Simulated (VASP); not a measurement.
# Zn (Fd-3m) in VASP: further runs

Runs on Zn. Level: BLYP. Tasks: single point, relaxation of cell and atoms.

All numbers are computed with VASP 6.6.1; they aren't measurements. Logs are shortened: lines on timing, memory, paths and dates and some standing lists are left out, and cuts for length are marked.

### 1 The cell of the first run

Symmetry: Fd-3m, No. 227, cubic system. The conventional cell has a = 6.057 Å, b = 6.057 Å, c = 6.057 Å, α = 90.00°, β = 90.00°, γ = 90.00°. Zn (site symmetry -43m) has 4 Zn at 2.62 Å within 3.5 Å.

This isn't the form of Zn at room conditions, which is hcp.

### 2 Single point, BLYP

INCAR reads:

```
SYSTEM = Zn
  PREC = Accurate
  ENCUT = 520
  EDIFF = 1E-6
  ISMEAR = -1
  SIGMA = 0.1
  LREAL = .FALSE.
  LASPH = .TRUE.
  NELM = 80
  ALGO = Normal
  ISIF = 2
  LWAVE = .FALSE.
  LCHARG = .FALSE.
  GGA = B5
  ALDAX = 1.0
  AGGAX = 1.0
  AGGAC = 1.0
  ALDAC = 0.0
  NBANDS = 19
```

KPOINTS reads:

```
regular mesh
0
G
  10 10 10
  0 0 0
```

POSCAR reads:

```
Zn
1.0
    0.0000000000      3.0283490735      3.0283490735
    3.0283490735      0.0000000000      3.0283490735
    3.0283490735      3.0283490735      0.0000000000
Zn
2
Direct
    0.1250000000      0.1250000000      0.1250000000
    0.8750000000      0.8750000000      0.8750000000
```

Potentials or basis: VASP PAW PBE potentials, release 64 (Zn).

Started as:

```bash
$ cat potpaw_PBE.64/Zn/POTCAR > POTCAR
$ mpirun -np 1 vasp_std > vasp.out
```

OUTCAR:

```text
SYSTEM = Zn
   PREC = Accurate
   ENCUT = 520
   EDIFF = 1E-6
   ISMEAR = -1
   LREAL = .FALSE.
   LASPH = .TRUE.
   NELM = 80
   ISIF = 2
   GGA = B5

 ion  position               nearest neighbor table
   1  0.125  0.125  0.125-   2 2.62   2 2.62   2 2.62   2 2.62
   2  0.875  0.875  0.875-   1 2.62   1 2.62   1 2.62   1 2.62

  LATTYP: Found a face centered cubic cell.
 ALAT       =     6.0566981470

  Lattice vectors:

 A1 = (   0.0000000000,   3.0283490735,   3.0283490735)
 A2 = (   3.0283490735,   0.0000000000,   3.0283490735)
 A3 = (   3.0283490735,   3.0283490735,   0.0000000000)

Analysis of symmetry for initial positions (statically):
=====================================================================
 Subroutine PRICEL returns:
 Original cell was already a primitive cell.

 Routine SETGRP: Setting up the symmetry group for a
 face centered cubic supercell.

 Subroutine GETGRP returns: Found 48 space group operations
 (whereof 12 operations were pure point group operations)
 out of a pool of 48 trial point group operations.

The static configuration has the point symmetry D_3d.
 The point group associated with its full space group is O_h .

Analysis of symmetry for dynamics (positions and initial velocities):
=====================================================================
 Subroutine PRICEL returns:
 Original cell was already a primitive cell.

 Routine SETGRP: Setting up the symmetry group for a
 face centered cubic supercell.

 Subroutine GETGRP returns: Found 48 space group operations
 (whereof 12 operations were pure point group operations)
 out of a pool of 48 trial point group operations.

The dynamic configuration has the point symmetry D_3d.
 The point group associated with its full space group is O_h .

 Subroutine INISYM returns: Found 48 space group operations
 (whereof 12 operations are pure point group operations),
 and found     1 'primitive' translations

----------------------------------------------------------------------------------------

                                     Primitive cell

  volume of cell :      55.5454

  direct lattice vectors                    reciprocal lattice vectors
     0.000000000  3.028349073  3.028349073    -0.165106462  0.165106462  0.165106462
     3.028349073  0.000000000  3.028349073     0.165106462 -0.165106462  0.165106462
     3.028349073  3.028349073  0.000000000     0.165106462  0.165106462 -0.165106462
[... 80 lines left out ...]
   LSORBIT =      F    spin-orbit coupling
   LASPH  =      T    aspherical Exc in radial PAW
   ENCUT  =  520.0 eV  38.22 Ry    6.18 a.u.   7.96  7.96  7.96*2*pi/ulx,y,z
   NELM   =     80;   NELMIN=  2; NELMDL= -5     # of ELM steps
   EDIFF  = 0.1E-05   stopping-criterion for ELM
   LREAL  =      F    real-space projection
   EDIFFG = 0.1E-04   stopping-criterion for IOM
   NSW    =      0    number of steps for IOM
   IBRION =     -1    ionic relax: 0-MD 1-quasi-New 2-CG
   NFREE  =      0    steps in history (QN), initial steepest desc. (CG)
   ISIF   =      2    stress and relaxation
   ISYM   =      2    0-nonsym 1-usesym 2-fastsym
   POTIM  = 0.5000    time-step for ionic-motion
   TEBEG  =    0.0;   TEEND  =   0.0 temperature during run
   PSTRESS=    0.0 pullay stress
   NELECT =      24.0000    total number of electrons
   NUPDOWN=      -1.0000    fix difference up-down
   EMIN   =  10.00;   EMAX   =-10.00  energy-range for DOS
   EFERMI =   0.00;   METHOD = LEGACY
   ISMEAR =    -1;   SIGMA  =   0.10  broadening in eV -4-tet -1-fermi 0-gaus
   EFERMI_NEDOS =   21; number of points for ismear=-14 and -15
   IALGO  =     38    algorithm
   IMIX   =      4    mixing-type and parameters
     AMIX     =   0.40;   BMIX     =  1.00
     AMIX_MAG =   1.60;   BMIX_MAG =  1.00
  volume/ion in A,a.u.               =      27.77       187.42
  Fermi-wavevector in a.u.,A,eV,Ry     =   1.237645  2.338809 20.840919  1.531764
  Thomas-Fermi vector in A             =   2.372203
   LORBIT       =      0    0 simple, 1 ext, 2 COOP (PROOUT), +10 PAW based schemes
   GGA     = B5    functional components
   LHFCALC =     F    Hartree Fock is set to
   AEXX    =    0.0000 exact exchange contribution
   IVDW    =     0    specifies the selected vdW correction
   LEPSILON=     F    determine dielectric tensor
   LRPA    =     F    only Hartree local field effects (RPA)
 non-spin polarized calculation
  energy-cutoff  :      520.00
  volume of cell :       55.55
 maximum number of plane-waves:      1524
   NGX = 15   NGY = 15   NGZ = 15

 number of electron      24.0000027 magnetization

 Free energy of the ion-electron system (eV)
  ---------------------------------------------------
  ext. energy  EPLUGINS =         0.00000000
  ---------------------------------------------------
  free energy    TOTEN  =        -0.50584749 eV

  energy without entropy =       -0.46941238  energy(sigma->0) =       -0.48762993

 E-fermi :   0.3404     XC(G=0):  -7.8731

 val. band max:        0.3374471320   @ k =   0.3000   0.1000   0.0000
 cond. band min:       0.3598935654   @ k =  -0.3000   0.3000   0.1000
 fundamental gap:      0.0224464334
 Fermi energy:         0.3404269678

 k-point     1 :       0.0000    0.0000    0.0000
  band No.  band energies     occupation
      1      -7.1765      2.00000
      2      -7.1765      2.00000
      3      -7.1765      2.00000
      4      -7.1436      2.00000
      5      -7.1436      2.00000
      6      -6.7566      2.00000
[... 505 lines left out ...]
      6      -6.9026      2.00000
[... 11 lines left out ...]
     18      10.9286      0.00000
     19      13.4675      0.00000

 [... further k-points ...]

------------------------ aborting loop because EDIFF is reached ----------------------------------------

  FORCE on cell =-STRESS in cart. coord.  units (eV):
  Direction    XX          YY          ZZ          XY          YZ          ZX
  --------------------------------------------------------------------------------------
  -------------------------------------------------------------------------------------
  Total        0.0371250      0.0371250      0.0371250      0.0000000      0.0000000      0.0000000
  in kB        1.0708501      1.0708501      1.0708501      0.0000000      0.0000000      0.0000000
  external PRESSURE =       1.0708501 kB  Pullay stress =       0.0000000 kB

 VOLUME and BASIS-vectors are now :
 -----------------------------------------------------------------------------
  energy-cutoff  :      520.00
  volume of cell :       55.55
      direct lattice vectors                 reciprocal lattice vectors
     0.000000000  3.028349073  3.028349073    -0.165106462  0.165106462  0.165106462
     3.028349073  0.000000000  3.028349073     0.165106462 -0.165106462  0.165106462
     3.028349073  3.028349073  0.000000000     0.165106462  0.165106462 -0.165106462

 POSITION                                       TOTAL-FORCE (eV/Angst)
 -----------------------------------------------------------------------------------
      0.75709      0.75709      0.75709         0.000000      0.000000      0.000000
      5.29961      5.29961      5.29961        -0.000000     -0.000000     -0.000000
 -----------------------------------------------------------------------------------
    total drift:                                0.000000      0.000000     -0.000000

  FREE ENERGIE OF THE ION-ELECTRON SYSTEM (eV)
  ---------------------------------------------------
  free  energy   TOTEN  =        -0.5058474876 eV

  energy  without entropy=       -0.4694123800  energy(sigma->0) =       -0.48762993
```

OSZICAR:

```text
N       E                     dE             d eps       ncg     rms          rms(c)
DAV:   1     0.116249254625E+03    0.11625E+03   -0.12002E+04  1786   0.161E+03
DAV:   2     0.567322526643E+01   -0.11058E+03   -0.10818E+03  1792   0.282E+02
DAV:   3    -0.546833135128E+00   -0.62201E+01   -0.61992E+01  2017   0.741E+01
DAV:   4    -0.596562190843E+00   -0.49729E-01   -0.49719E-01  1987   0.743E+00
DAV:   5    -0.596654785521E+00   -0.92595E-04   -0.92594E-04  1921   0.273E-01    0.188E+00
DAV:   6    -0.506767220437E+00    0.89888E-01   -0.47295E-01  2008   0.116E+01    0.122E+00
DAV:   7    -0.505808050891E+00    0.95917E-03   -0.15330E-02  1905   0.165E+00    0.620E-01
DAV:   8    -0.505784284287E+00    0.23767E-04   -0.20029E-03  1882   0.387E-01    0.435E-02
DAV:   9    -0.505853159504E+00   -0.68875E-04   -0.12766E-04  1967   0.121E-01    0.316E-02
DAV:  10    -0.505847630043E+00    0.55295E-05   -0.21298E-05  1891   0.474E-02    0.260E-03
DAV:  11    -0.505847487585E+00    0.14246E-06   -0.35568E-07  1149   0.454E-03
   1 F= -.50584749E+00 E0= -.48762993E+00  d E =-.364351E-01
```

stdout:

```text
POSCAR found type information on POSCAR Zn
 POSCAR found :  1 types and       2 ions
 scaLAPACK will be used
 -----------------------------------------------------------------------------
|                                                                             |
|                                                                             |
|     You enforced a specific xc type in the INCAR file but a different       |
|     I HOPE YOU KNOW WHAT YOU ARE DOING!                                     |
|                                                                             |
 -----------------------------------------------------------------------------

 LDA part: xc-table for (Slater(with rela. corr.)+VWN5), standard interpolation
 POSCAR, INCAR and KPOINTS ok, starting setup
 FFT: planning ... GRIDC
 FFT: planning ... GRID_SOFT
 FFT: planning ... GRID
 WAVECAR not read
 entering main loop
```

Run time: 62 s. Hardware: 1 thread of Intel Xeon 8259CL, shared host; peak memory 0.19 GiB.

Results:

* Free energy: -0.5058 eV
* Pressure: 0.1 GPa
* Band gap on the k mesh: zero (bands 12 and 13 overlap by 4.96 eV)

Caveat: the PAW data sets were made with another functional, which shifts forces and pressure a little.

### 3 Single point, BLYP (28.88 Å³/atom)

This run uses another cell than the first one, of 28.88 Å³/atom.

INCAR reads:

```
PREC = Accurate ; ENCUT = 520
EDIFF = 1E-7 ; ISMEAR = -1
SIGMA = 0.1 ; LREAL = False
LASPH = True ; NELM = 80
ALGO = Normal ; ISIF = 2
LWAVE = False ; LCHARG = True
GGA = B5 ; ALDAX = 1.0
AGGAX = 1.0 ; AGGAC = 1.0
ALDAC = 0.0 ; LELF = True
LVHAR = True ; NBANDS = 19
```

KPOINTS reads:

```
regular mesh
0
Gamma
  10 10 10
```

POSCAR reads:

```
Zn
1.0
    0.0000000000      3.0682003419      3.0682003419
    3.0682003419      0.0000000000      3.0682003419
    3.0682003419      3.0682003419      0.0000000000
Zn
2
Direct
    0.1250000000      0.1250000000      0.1250000000
    0.8750000000      0.8750000000      0.8750000000
```

Potentials or basis: VASP PAW PBE potentials, release 64 (Zn).

Started as:

```bash
$ cat potpaw_PBE.64/Zn/POTCAR > POTCAR
$ mpirun -np 1 vasp_std > vasp.out
```

Run time: 68 s. Hardware: 1 thread of Intel Xeon 8259CL, shared host; peak memory 0.19 GiB.

It converged, with:

```
Free energy            : -0.5034 eV
Pressure               : -0.5 GPa
Band gap on the k mesh : zero (bands 12 and 13 overlap by 4.76 eV)
```

Levels at points of the mesh, in eV from the Fermi level:
| k point | band 8 | band 9 | band 10 | band 11 | band 12 | band 13 | band 14 | band 15 | band 16 | band 17 |
| --- | --- | --- | --- | --- | --- | --- | --- | --- | --- | --- |
| (0.00, 0.00, 0.00) | -7.03 | -6.95 | -6.90 | -6.90 | 4.42 | 4.42 | 4.42 | 5.11 | 5.92 | 5.92 |
| (0.50, 0.00, 0.00) | -7.03 | -6.90 | -6.90 | -4.66 | -2.70 | 2.89 | 2.89 | 4.44 | 6.79 | 6.79 |
| (0.50, 0.50, 0.00) | -7.10 | -6.87 | -6.87 | -3.23 | -3.23 | 1.09 | 1.09 | 4.06 | 4.06 | 12.46 |

Caveat: the PAW data sets were made with another functional, which shifts forces and pressure a little.

### 4 Single point, BLYP (29.99 Å³/atom)

This run uses another cell than the first one, of 29.99 Å³/atom.

INCAR reads:

```
SYSTEM = Zn
AGGAC = 1.0 ; AGGAX = 1.0
ALDAC = 0.0 ; ALDAX = 1.0
ALGO = Normal ; EDIFF = 1E-7
ENCUT = 520 ; GGA = B5
ISIF = 2 ; ISMEAR = -1
LASPH = .True. ; LCHARG = .False.
LREAL = .False. ; LWAVE = .False.
NBANDS = 19 ; NELM = 80
PREC = Accurate ; SIGMA = 0.1
```

KPOINTS reads:

```
k-points
0
Gamma
  10 10 10
  0 0 0
```

POSCAR reads:

```
Zn
1.0
    0.0000000000      3.1070424443      3.1070424443
    3.1070424443      0.0000000000      3.1070424443
    3.1070424443      3.1070424443      0.0000000000
Zn
2
Direct
    0.1250000000      0.1250000000      0.1250000000
    0.8750000000      0.8750000000      0.8750000000
```

Started as:

```bash
$ cat potpaw_PBE.64/Zn/POTCAR > POTCAR
$ mpirun -np 1 vasp_std > vasp.out
```

Run time: 2 min. Hardware: 1 thread of Intel Xeon 8259CL, shared host; peak memory 0.21 GiB.

It converged, with:

* Free energy: -0.4939 eV
* Pressure: -0.9 GPa
* Band gap on the k mesh: zero (bands 12 and 13 overlap by 4.57 eV)

Levels at points of the mesh, in eV from the Fermi level:
```tsv
k point	band 10	band 11	band 12	band 13	band 14	band 15
(0.00, 0.00, 0.00)	-6.92	-6.82	4.26	4.26	4.26	4.73
(0.50, 0.00, 0.00)	-6.91	-4.64	-2.65	2.79	2.79	4.20
(0.50, 0.50, 0.00)	-6.88	-3.23	-3.23	1.06	1.06	3.95
```

Caveat: the PAW data sets were made with another functional, which shifts forces and pressure a little.

### 5 Single point, BLYP (31.11 Å³/atom)

This run uses another cell than the first one, of 31.11 Å³/atom.

INCAR reads:

```
SYSTEM = Zn
PREC = Accurate
ENCUT = 520
EDIFF = 1E-7
ISMEAR = -1
SIGMA = 0.1
LREAL = .False.
LASPH = .True.
NELM = 60
ALGO = Normal
ISIF = 2
LWAVE = .False.
LCHARG = .True.
GGA = B5
ALDAX = 1.0
AGGAX = 1.0
AGGAC = 1.0
ALDAC = 0.0
LELF = .True.
LVHAR = .True.
NBANDS = 19
```

KPOINTS reads:

```
regular mesh
0
Gamma
  10 10 10
  0 0 0
```

POSCAR reads:

```
Zn
1.0
    0.0000000000      3.1449369405      3.1449369405
    3.1449369405      0.0000000000      3.1449369405
    3.1449369405      3.1449369405      0.0000000000
Zn
2
Direct
    0.1250000000      0.1250000000      0.1250000000
    0.8750000000      0.8750000000      0.8750000000
```

Started as:

```bash
$ cat potpaw_PBE.64/Zn/POTCAR > POTCAR
$ mpirun -np 1 vasp_std > vasp.out
```

It took 1.7 min on 1 thread of Intel Xeon 8259CL, shared host; peak memory 0.22 GiB.

Results (log left out):

```yaml
Free_energy: -0.4793 eV
Pressure: -1.2 GPa
Band_gap_on_the_k_mesh: zero (bands 12 and 13 overlap by 4.39 eV)
```

Levels at points of the mesh, in eV from the Fermi level:
```tsv
k point	band 8	band 9	band 10	band 11	band 12	band 13	band 14	band 15	band 16	band 17
(0.00, 0.00, 0.00)	-7.03	-6.93	-6.93	-6.70	4.12	4.12	4.12	4.38	5.62	5.62
(0.50, 0.00, 0.00)	-7.03	-6.92	-6.92	-4.62	-2.61	2.71	2.71	3.98	6.48	6.48
(0.50, 0.50, 0.00)	-7.09	-6.89	-6.89	-3.22	-3.22	1.05	1.05	3.86	3.86	11.70
```

Caveat: the PAW data sets were made with another functional, which shifts forces and pressure a little.

### 6 Relaxation of cell and atoms, BLYP

This run uses another cell than the first one, of 20.53 Å³/atom.

INCAR reads:

```
SYSTEM = Zn
PREC     = Accurate       ! precision mode
ENCUT    = 600            ! plane-wave cutoff, eV
EDIFF    = 1E-7           ! SCF threshold, eV
ISMEAR   = -1             ! smearing method
SIGMA    = 0.1            ! smearing width, eV
LREAL    = .False.        ! projectors in reciprocal space
LASPH    = .True.         ! aspherical terms in the spheres
NELM     = 60             ! most SCF steps
ALGO     = Normal         ! electronic algorithm
ISIF     = 3              ! what is computed and relaxed
LWAVE    = .False.        ! write WAVECAR
LCHARG   = .False.        ! write CHGCAR
GGA      = B5             ! functional
ALDAX    = 1.0          
AGGAX    = 1.0          
AGGAC    = 1.0          
ALDAC    = 0.0          
IBRION   = 2              ! ionic algorithm
NSW      = 80             ! ionic steps
EDIFFG   = -0.01          ! ionic threshold
```

KPOINTS reads:

```
Automatic mesh
0
Gamma
  10 10 10
  0 0 0
```

POSCAR reads:

```
Zn
1.0
    0.0000000000      2.7383746181      2.7383746181
    2.7383746181      0.0000000000      2.7383746181
    2.7383746181      2.7383746181      0.0000000000
Zn
2
Direct
    0.1250000000      0.1250000000      0.1250000000
    0.8750000000      0.8750000000      0.8750000000
```

Potentials or basis: VASP PAW PBE potentials, release 64 (Zn).

Started as:

```bash
$ cat potpaw_PBE.64/Zn/POTCAR > POTCAR
$ mpirun -np 1 vasp_std > vasp.out
```

Run time: 5.5 min. Hardware: 1 thread of Intel Xeon 8259CL, shared host; peak memory 0.2 GiB.

It converged, with:

```
Free energy                           : -0.5040 eV
Relaxed volume                        : 27.96 Å³/atom
Relaxed cell                          : a = 4.292 Å, b = 4.292 Å, c = 4.292 Å, α = 60.00°, β = 60.00°, γ = 60.00°
Space group after relaxing (to 0.1 Å) : Fd-3m (No. 227)
Energy gained by relaxing             : 189.0 meV/atom
Ionic steps                           : 6
Pressure after relaxing               : 0.0 GPa
Band gap on the k mesh                : zero (bands 12 and 13 overlap by 4.92 eV)
```

The path:
| step | energy change (eV) | largest force (eV/Å) | pressure (GPa) | volume (Å³) |
| --- | --- | --- | --- | --- |
| 1 | 0.0000 | 0.0000 | 11.31 | 41.07 |
| 2 | -0.3424 | 0.0000 | 2.25 | 50.30 |
| 3 | -0.3723 | 0.0000 | 0.77 | 53.55 |
| 4 | -0.3624 | 0.0000 | -1.02 | 60.47 |
| 5 | -0.3780 | 0.0000 | -0.09 | 56.26 |
| 6 | -0.3780 | 0.0000 | 0.00 | 55.93 |

Final structure:
```
Zn
1.0
     0.00000    3.03524    3.03524
     3.03524    0.00000    3.03524
     3.03524    3.03524    0.00000
Zn
2
Direct
  0.12500 0.12500 0.12500
  0.87500 0.87500 0.87500
```

Levels at points of the mesh, in eV from the Fermi level:
```
           k point  band 8  band 9  band 10  band 11  band 12  band 13  band 14  band 15  band 16
(0.00, 0.00, 0.00)   -7.04   -7.04    -6.90    -6.90     4.55     4.55     4.55     5.44     6.06
(0.50, 0.00, 0.00)   -7.03   -6.89    -6.89    -4.68    -2.75     2.97     2.97     4.66     6.93
(0.50, 0.50, 0.00)   -7.11   -6.86    -6.86    -3.23    -3.23     1.10     1.10     4.15     4.15
```

Caveat: the volume moved by over 15 % at a fixed basis, so the end points are rough; the PAW data sets were made with another functional, which shifts forces and pressure a little.

### 7 Single point, BLYP

INCAR reads:

```
  PREC = Accurate
  ENCUT = 520
  EDIFF = 1E-6
  ISMEAR = -1
  SIGMA = 0.1
  LREAL = False
  LASPH = True
  NELM = 80
  ALGO = Normal
  ISIF = 2
  LWAVE = False
  LCHARG = False
  GGA = B5
  ALDAX = 1.0
  AGGAX = 1.0
  AGGAC = 1.0
  ALDAC = 0.0
  NBANDS = 19
```

KPOINTS reads:

```
Automatic mesh
0
Gamma
  15 15 15
```

POSCAR reads:

```
Zn
1.0
    0.0000000000      3.0283490735      3.0283490735
    3.0283490735      0.0000000000      3.0283490735
    3.0283490735      3.0283490735      0.0000000000
Zn
2
Direct
    0.1250000000      0.1250000000      0.1250000000
    0.8750000000      0.8750000000      0.8750000000
```

Started as:

```bash
$ cat potpaw_PBE.64/Zn/POTCAR > POTCAR
$ mpirun -np 1 vasp_std > vasp.out
```

It took 1.8 min on 1 thread of Intel Xeon 8259CL, shared host; peak memory 0.24 GiB.

The run converged. Its results:

| Quantity | Value |
| --- | --- |
| Free energy | -0.5065 eV |
| Pressure | 0.1 GPa |
| Band gap on the k mesh | zero (bands 12 and 13 overlap by 5.03 eV) |

Levels at points of the mesh, in eV from the Fermi level:
| k point | band 10 | band 11 | band 12 | band 13 | band 14 | band 15 |
| --- | --- | --- | --- | --- | --- | --- |
| (0.00, 0.00, 0.00) | -6.90 | -6.90 | 4.58 | 4.58 | 4.58 | 5.51 |

Caveat: the PAW data sets were made with another functional, which shifts forces and pressure a little.

### 8 The runs side by side

```csv
task,cell,k mesh,cutoff (eV),gap on the mesh (eV),pressure (GPa)
single point,"a = 4.283 Å, angles 60.0°, 2 atoms",10 × 10 × 10,520,none,0.1
single point,"a = 4.339 Å, angles 60.0°, 2 atoms",10 × 10 × 10,520,none,-0.5
single point,"a = 4.394 Å, angles 60.0°, 2 atoms",10 × 10 × 10,520,none,-0.9
single point,"a = 4.448 Å, angles 60.0°, 2 atoms",10 × 10 × 10,520,none,-1.2
relaxation of cell and atoms,"relaxed from a = 3.873 Å, angles 60.0°, 2 atoms",10 × 10 × 10,600,none,0.0
single point,"a = 4.283 Å, angles 60.0°, 2 atoms",15 × 15 × 15,520,none,0.1
```

Alike in all rows: level BLYP; potentials or basis VASP PAW PBE potentials, release 64 (Zn); no spin polarisation; smearing fermi-dirac 0.1 eV.

Caveats: the PAW data sets were made with another functional, which shifts forces and pressure a little; the volume moved by over 15 % at a fixed basis, so the end points are rough (at least some runs).

Total energies depend on the potentials used, so only differences within one code and one set of settings carry meaning.
